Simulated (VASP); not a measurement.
# SiNi (Pmmn) in VASP: further runs, part 2 of 2

VASP 6.6.1. The steps go on from the part before.

## 3. Single point, BLYP, collinear spin, ferromagnetic start

This run uses another cell than the first one, of 10.84 Å³/atom, 0.960 times its volume.

Input file INCAR:

```
SYSTEM = SiNi
PREC = Accurate ; ENCUT = 520
EDIFF = 1E-6 ; ISMEAR = -1
SIGMA = 0.05 ; LREAL = .False.
LASPH = .True. ; NELM = 150
ALGO = Normal ; ISIF = 2
LWAVE = .False. ; LCHARG = .True.
ISPIN = 2 ; MAGMOM = 1 1 0 0
LORBIT = 11 ; LMAXMIX = 4
GGA = B5 ; ALDAX = 1.0
AGGAX = 1.0 ; AGGAC = 1.0
ALDAC = 0.0 ; LELF = .True.
LVHAR = .True. ; NBANDS = 26
```

Input file KPOINTS:

```
regular mesh
0
Gamma
  9 8 6
  0 0 0
```

Input file POSCAR:

```
SiNi
1.0
    2.9029986135      0.0000000000      0.0000000000
    0.0000000000      3.2359913818      0.0000000000
    0.0000000000      0.0000000000      4.6142302706
Ni Si
2 2
Direct
    0.5000000000      0.5000000000      0.3424955900
    0.0000000000      0.0000000000      0.6575044100
    0.5000000000      0.5000000000      0.8431431600
    0.0000000000      0.0000000000      0.1568568400
```

Potentials or basis: VASP PAW PBE potentials, release 64 (Ni, Si).

Command:

```console
$ cat potpaw_PBE.64/Ni/POTCAR potpaw_PBE.64/Si/POTCAR > POTCAR
$ mpirun -np 1 vasp_std > vasp.out
```

OUTCAR:

```text
SYSTEM = SiNi
   PREC = Accurate
   ENCUT = 520
   EDIFF = 1E-6
   ISMEAR = -1
   LREAL = .False.
   LASPH = .True.
   NELM = 150
   ISIF = 2
   ISPIN = 2
   LORBIT = 11
   GGA = B5

 ion  position               nearest neighbor table
   1  0.500  0.500  0.342-   3 2.30   3 2.31   4 2.34   4 2.34   4 2.34   4 2.34   2 2.61   2 2.61
                             2 2.61   2 2.61
   2  0.000  0.000  0.658-   4 2.30   4 2.31   3 2.34   3 2.34   3 2.34   3 2.34   1 2.61   1 2.61
                             1 2.61   1 2.61
   3  0.500  0.500  0.843-   1 2.30   1 2.31   2 2.34   2 2.34   2 2.34   2 2.34   4 2.61   4 2.61
                             4 2.61   4 2.61
   4  0.000  0.000  0.157-   2 2.30   2 2.31   1 2.34   1 2.34   1 2.34   1 2.34   3 2.61   3 2.61
                             3 2.61   3 2.61

  LATTYP: Found a simple orthorhombic cell.
 ALAT       =     2.9029986135
 B/A-ratio  =     1.1147064855
 C/A-ratio  =     1.5894703667

  Lattice vectors:

 A1 = (   2.9029986135,   0.0000000000,   0.0000000000)
 A2 = (   0.0000000000,   3.2359913818,   0.0000000000)
 A3 = (   0.0000000000,   0.0000000000,   4.6142302706)

Analysis of symmetry for initial positions (statically):
=====================================================================
 Subroutine PRICEL returns:
 Original cell was already a primitive cell.

 Routine SETGRP: Setting up the symmetry group for a
 simple orthorhombic supercell.

 Subroutine GETGRP returns: Found  8 space group operations
 (whereof  4 operations were pure point group operations)
 out of a pool of  8 trial point group operations.

The static configuration has the point symmetry C_2v.
 The point group associated with its full space group is D_2h.

Analysis of symmetry for dynamics (positions and initial velocities):
=====================================================================
 Subroutine PRICEL returns:
 Original cell was already a primitive cell.

 Routine SETGRP: Setting up the symmetry group for a
 simple orthorhombic supercell.

 Subroutine GETGRP returns: Found  8 space group operations
 (whereof  4 operations were pure point group operations)
 out of a pool of  8 trial point group operations.

The dynamic configuration has the point symmetry C_2v.
 The point group associated with its full space group is D_2h.

Analysis of structural, dynamic, and magnetic symmetry:
=====================================================================
 Subroutine PRICEL returns:
 Original cell was already a primitive cell.

 Routine SETGRP: Setting up the symmetry group for a
 simple orthorhombic supercell.

 Subroutine GETGRP returns: Found  8 space group operations
 (whereof  4 operations were pure point group operations)
 out of a pool of  8 trial point group operations.

The overall configuration has the point symmetry C_2v.
 The point group associated with its full space group is D_2h.

 Subroutine INISYM returns: Found  8 space group operations
 (whereof  4 operations are pure point group operations),
 and found     1 'primitive' translations

----------------------------------------------------------------------------------------

                                     Primitive cell

  volume of cell :      43.3464

  direct lattice vectors                    reciprocal lattice vectors
     2.902998613  0.000000000  0.000000000     0.344471401  0.000000000  0.000000000
     0.000000000  3.235991382  0.000000000     0.000000000  0.309024309  0.000000000
     0.000000000  0.000000000  4.614230271     0.000000000  0.000000000  0.216720870

  length of vectors
[... 86 lines left out ...]
   EDIFF  = 0.1E-05   stopping-criterion for ELM
   LREAL  =      F    real-space projection
   EDIFFG = 0.1E-04   stopping-criterion for IOM
   NSW    =      0    number of steps for IOM
   IBRION =     -1    ionic relax: 0-MD 1-quasi-New 2-CG
   NFREE  =      0    steps in history (QN), initial steepest desc. (CG)
   ISIF   =      2    stress and relaxation
   ISYM   =      2    0-nonsym 1-usesym 2-fastsym
   POTIM  = 0.5000    time-step for ionic-motion
   TEBEG  =    0.0;   TEEND  =   0.0 temperature during run
   PSTRESS=    0.0 pullay stress
   NELECT =      28.0000    total number of electrons
   NUPDOWN=      -1.0000    fix difference up-down
   EMIN   =  10.00;   EMAX   =-10.00  energy-range for DOS
   EFERMI =   0.00;   METHOD = LEGACY
   ISMEAR =    -1;   SIGMA  =   0.05  broadening in eV -4-tet -1-fermi 0-gaus
   EFERMI_NEDOS =   21; number of points for ismear=-14 and -15
   IALGO  =     38    algorithm
   IMIX   =      4    mixing-type and parameters
     AMIX     =   0.40;   BMIX     =  1.00
     AMIX_MAG =   1.60;   BMIX_MAG =  1.00
  volume/ion in A,a.u.               =      10.84        73.13
  Fermi-wavevector in a.u.,A,eV,Ry     =   1.415174  2.674290 27.248606  2.002716
  Thomas-Fermi vector in A             =   2.536639
   LORBIT       =     11    0 simple, 1 ext, 2 COOP (PROOUT), +10 PAW based schemes
   GGA     = B5    functional components
   LHFCALC =     F    Hartree Fock is set to
   AEXX    =    0.0000 exact exchange contribution
   IVDW    =     0    specifies the selected vdW correction
   LEPSILON=     F    determine dielectric tensor
   LRPA    =     F    only Hartree local field effects (RPA)
 spin polarized calculation
  energy-cutoff  :      520.00
  volume of cell :       43.35
 maximum number of plane-waves:      1188
 NGX is ok and might be reduce to    24
   NGX = 11   NGY = 13   NGZ = 17

 number of electron      27.9999997 magnetization      -0.0002920

 number of electron      27.9999997 magnetization       0.0000234

 Free energy of the ion-electron system (eV)
  ---------------------------------------------------
  ext. energy  EPLUGINS =         0.00000000
  ---------------------------------------------------
  free energy    TOTEN  =       -19.03645992 eV

  energy without entropy =      -19.02888825  energy(sigma->0) =      -19.03267408

 E-fermi :  12.9263     XC(G=0): -12.1864

 val. band max:       12.8654626594   @ k =   0.4444   0.3750   0.5000
 cond. band min:      12.9542386753   @ k =   0.4444   0.5000   0.3333
 fundamental gap:      0.0887760159
 Fermi energy:        12.9263319199

 spin component 1

 k-point     1 :       0.0000    0.0000    0.0000
  band No.  band energies     occupation
      1      -1.5620      1.00000
      2       4.3498      1.00000
      3       6.0838      1.00000
      4       8.3568      1.00000
      5       8.8625      1.00000
      6       9.6875      1.00000
[... 685 lines left out ...]
     25      30.3247      0.00000
     26      30.3247      0.00000

 [... further k-points ...]

 spin component 2

 k-point     1 :       0.0000    0.0000    0.0000
  band No.  band energies     occupation
      1      -1.5620      1.00000
      2       4.3498      1.00000
      3       6.0838      1.00000
      4       8.3568      1.00000
      5       8.8625      1.00000
      6       9.6875      1.00000
[... 685 lines left out ...]
     25      30.3247      0.00000
     26      30.3247      0.00000

 [... further k-points ...]
[... 5 lines left out ...]
  --------------------------------------------------------------------------------------
  -------------------------------------------------------------------------------------
  Total        7.2154464      7.1915487      6.8373324      0.0000000      0.0000000      0.0000000
  in kB      266.6983550    265.8150474    252.7224541      0.0000000      0.0000000      0.0000000
  external PRESSURE =     261.7452855 kB  Pullay stress =       0.0000000 kB

 VOLUME and BASIS-vectors are now :
 -----------------------------------------------------------------------------
  energy-cutoff  :      520.00
  volume of cell :       43.35
      direct lattice vectors                 reciprocal lattice vectors
     2.902998613  0.000000000  0.000000000     0.344471401  0.000000000  0.000000000
     0.000000000  3.235991382  0.000000000     0.000000000  0.309024309  0.000000000
     0.000000000  0.000000000  4.614230271     0.000000000  0.000000000  0.216720870

 POSITION                                       TOTAL-FORCE (eV/Angst)
 -----------------------------------------------------------------------------------
      1.45150      1.61800      1.58035         0.000000      0.000000      0.005744
      0.00000      0.00000      3.03388         0.000000      0.000000     -0.005744
      1.45150      1.61800      3.89046         0.000000      0.000000     -0.050036
      0.00000      0.00000      0.72377         0.000000      0.000000      0.050036
 -----------------------------------------------------------------------------------
    total drift:                                0.000000      0.000000     -0.000000

  FREE ENERGIE OF THE ION-ELECTRON SYSTEM (eV)
  ---------------------------------------------------
  free  energy   TOTEN  =       -19.0364599165 eV

  energy  without entropy=      -19.0288882490  energy(sigma->0) =      -19.03267408

 total charge

# of ion       s       p       d       tot
------------------------------------------
    1        0.507   0.665   8.550   9.722
    2        0.507   0.665   8.550   9.722
    3        0.758   0.908   0.000   1.666
    4        0.758   0.908   0.000   1.666
--------------------------------------------------
tot          2.529   3.147  17.099  22.776

 magnetization (x)

# of ion       s       p       d       tot
------------------------------------------
    1        0.000  -0.000   0.000   0.000
    2        0.000  -0.000   0.000   0.000
    3       -0.000   0.000   0.000   0.000
    4       -0.000   0.000   0.000   0.000
--------------------------------------------------
tot         -0.000  -0.000   0.000   0.000
```

Wall time 2.5 min (1 thread of AMD EPYC 9R14 (Zen 4), shared host); peak memory 0.25 GiB.

Results:

| Item | Value |
| --- | --- |
| Free energy | -19.0365 eV |
| Pressure | 26.2 GPa |
| Largest force | 0.050 eV/Å |
| Band gap on the k mesh | zero (filled and empty bands overlap) |
| Net moment | 0.00 μB per cell |
| Valence electrons inside the program's atomic spheres | Ni 9.72; Si 1.67 |

Forces on the atoms (eV/Å):
```
Ni   0.000  0.000  0.006
Ni   0.000  0.000 -0.006
Si   0.000  0.000 -0.050
Si   0.000  0.000  0.050
```

Stress tensor (GPa, compression positive):
```
26.67  0.00  0.00
 0.00 26.58  0.00
 0.00  0.00 25.27
```

Caveat: the PAW data sets were made with another functional, which shifts forces and pressure a little.

## 4. Single point, LDA, collinear spin, ferromagnetic start

This run uses another cell than the first one, of 11.06 Å³/atom, 0.980 times its volume.

Input file INCAR:

```
SYSTEM = SiNi
  PREC = Accurate
  ENCUT = 520
  EDIFF = 1E-6
  ISMEAR = -1
  SIGMA = 0.05
  LREAL = .False.
  LASPH = .True.
  NELM = 150
  ALGO = Normal
  ISIF = 2
  LWAVE = .False.
  LCHARG = .False.
  ISPIN = 2
  MAGMOM = 1 1 0 0
  LORBIT = 11
  LMAXMIX = 4
  GGA = CA
  NBANDS = 26
```

KPOINTS is that of step 3.

Input file POSCAR:

```
SiNi
1.0
    2.9230199262      0.0000000000      0.0000000000
    0.0000000000      3.2583092690      0.0000000000
    0.0000000000      0.0000000000      4.6460535540
Ni Si
2 2
Direct
    0.5000000000      0.5000000000      0.3424955900
    0.0000000000      0.0000000000      0.6575044100
    0.5000000000      0.5000000000      0.8431431600
    0.0000000000      0.0000000000      0.1568568400
```

Potentials or basis: VASP PAW LDA potentials, release 64 (Ni, Si).

Command:

```console
$ cat potpaw_LDA.64/Ni/POTCAR potpaw_LDA.64/Si/POTCAR > POTCAR
$ mpirun -np 1 vasp_std > vasp.out
```

OUTCAR:

```text
SYSTEM = SiNi
   PREC = Accurate
   ENCUT = 520
   EDIFF = 1E-6
   ISMEAR = -1
   LREAL = .False.
   LASPH = .True.
   NELM = 150
   ISIF = 2
   ISPIN = 2
   LORBIT = 11
   GGA = CA

 ion  position               nearest neighbor table
   1  0.500  0.500  0.342-   3 2.32   3 2.33   4 2.35   4 2.35   4 2.35   4 2.35   2 2.63   2 2.63
                             2 2.63   2 2.63
   2  0.000  0.000  0.658-   4 2.32   4 2.33   3 2.35   3 2.35   3 2.35   3 2.35   1 2.63   1 2.63
                             1 2.63   1 2.63
   3  0.500  0.500  0.843-   1 2.32   1 2.33   2 2.35   2 2.35   2 2.35   2 2.35   4 2.63   4 2.63
                             4 2.63   4 2.63
   4  0.000  0.000  0.157-   2 2.32   2 2.33   1 2.35   1 2.35   1 2.35   1 2.35   3 2.63   3 2.63
                             3 2.63   3 2.63
[... 1633 lines left out ...]
     0.000000000  0.000000000  4.646053554     0.000000000  0.000000000  0.215236434

 POSITION                                       TOTAL-FORCE (eV/Angst)
 -----------------------------------------------------------------------------------
      1.46151      1.62915      1.59125         0.000000      0.000000      0.062874
      0.00000      0.00000      3.05480         0.000000      0.000000     -0.062874
      1.46151      1.62915      3.91729         0.000000      0.000000     -0.203461
      0.00000      0.00000      0.72877         0.000000      0.000000      0.203461
 -----------------------------------------------------------------------------------
    total drift:                                0.000000      0.000000     -0.000000

  FREE ENERGIE OF THE ION-ELECTRON SYSTEM (eV)
  ---------------------------------------------------
  free  energy   TOTEN  =       -27.3222311323 eV

  energy  without entropy=      -27.3142011014  energy(sigma->0) =      -27.31821612

 total charge

# of ion       s       p       d       tot
------------------------------------------
    1        0.499   0.648   8.511   9.657
    2        0.499   0.648   8.511   9.657
    3        0.754   0.889   0.000   1.643
    4        0.754   0.889   0.000   1.643
--------------------------------------------------
tot          2.506   3.075  17.021  22.602

 magnetization (x)

# of ion       s       p       d       tot
------------------------------------------
    1        0.000  -0.000  -0.000  -0.000
    2        0.000  -0.000  -0.000  -0.000
    3        0.000   0.000   0.000   0.000
    4        0.000   0.000   0.000   0.000
--------------------------------------------------
tot          0.000   0.000  -0.000  -0.000
```

OSZICAR:

```text
N       E                     dE             d eps       ncg     rms          rms(c)
DAV:   1     0.148042486520E+03    0.14804E+03   -0.11886E+04 10456   0.129E+03
DAV:   2    -0.202578128738E+02   -0.16830E+03   -0.15548E+03 10492   0.265E+02
DAV:   3    -0.303112566866E+02   -0.10053E+02   -0.97095E+01 12468   0.730E+01
DAV:   4    -0.305274694386E+02   -0.21621E+00   -0.21559E+00 12392   0.975E+00
DAV:   5    -0.305332641568E+02   -0.57947E-02   -0.57935E-02 12788   0.169E+00    0.214E+01
DAV:   6    -0.349844156449E+02   -0.44512E+01   -0.41348E+01 12532   0.121E+02    0.250E+01
DAV:   7    -0.273761065392E+02    0.76083E+01   -0.16940E+01 12620   0.775E+01    0.376E+00
DAV:   8    -0.273658198425E+02    0.10287E-01   -0.97005E-01 15562   0.964E+00    0.238E+00
DAV:   9    -0.273233223225E+02    0.42498E-01   -0.12001E-01 14526   0.476E+00    0.489E-01
DAV:  10    -0.273228041856E+02    0.51814E-03   -0.35989E-03 14144   0.580E-01    0.312E-01
DAV:  11    -0.273224322638E+02    0.37192E-03   -0.23088E-04 15062   0.131E-01    0.179E-01
DAV:  12    -0.273222346213E+02    0.19764E-03   -0.19642E-04 14518   0.237E-01    0.333E-02
DAV:  13    -0.273222337249E+02    0.89638E-06   -0.18115E-05 12302   0.318E-02    0.202E-02
DAV:  14    -0.273222316116E+02    0.21133E-05   -0.12249E-06  7686   0.174E-02    0.989E-03
DAV:  15    -0.273222311323E+02    0.47923E-06   -0.13764E-06  7432   0.149E-02
   1 F= -.27322231E+02 E0= -.27318216E+02  d E =-.803003E-02  mag=    -0.0000
```

Run time: 2.3 min. Hardware: 1 thread of AMD EPYC 9R14 (Zen 4), shared host; peak memory 0.24 GiB.

Results:

```yaml
Free_energy: -27.3222 eV
Pressure: -0.5 GPa
Largest_force: 0.203 eV/Å
Band_gap_on_the_k_mesh: zero (filled and empty bands overlap)
Net_moment: 0.00 μB per cell
Valence_electrons_inside_the_program's_atomic_spheres: Ni 9.66; Si 1.64
```

Forces in eV/Å, atoms in the order of the input:
```
Ni   0.000  0.000  0.063
Ni   0.000  0.000 -0.063
Si   0.000  0.000 -0.203
Si   0.000  0.000  0.203
```

## 5. The runs side by side

```tsv
level	potentials or basis	cell	k mesh	cutoff (eV)	second run	gap on the mesh (eV)	pressure (GPa)	moment (μB)	largest force (eV/Å)
PBE	VASP PAW PBE potentials, release 64 (Ni_sv_GW, Si)	a = 2.943, b = 3.280, c = 4.677 Å, 4 atoms	5 × 5 × 3	590	valence_matched	none	3.7	0.00	0.08
BLYP	VASP PAW PBE potentials, release 64 (Ni, Si)	a = 2.903, b = 3.236, c = 4.614 Å, 4 atoms	9 × 8 × 6	520	-	none	26.2	0.00	0.05
LDA	VASP PAW LDA potentials, release 64 (Ni, Si)	a = 2.923, b = 3.258, c = 4.646 Å, 4 atoms	9 × 8 × 6	520	-	none	-0.5	0.00	0.20
```

Alike in all rows: task single point; spin collinear, ferromagnetic start; smearing fermi-dirac 0.05 eV.

Caveats: some runs use coarse meshes; the PAW data sets were made with another functional, which shifts forces and pressure a little (some runs).

Total energies depend on the potentials used, so only differences within one code and one set of settings carry meaning.
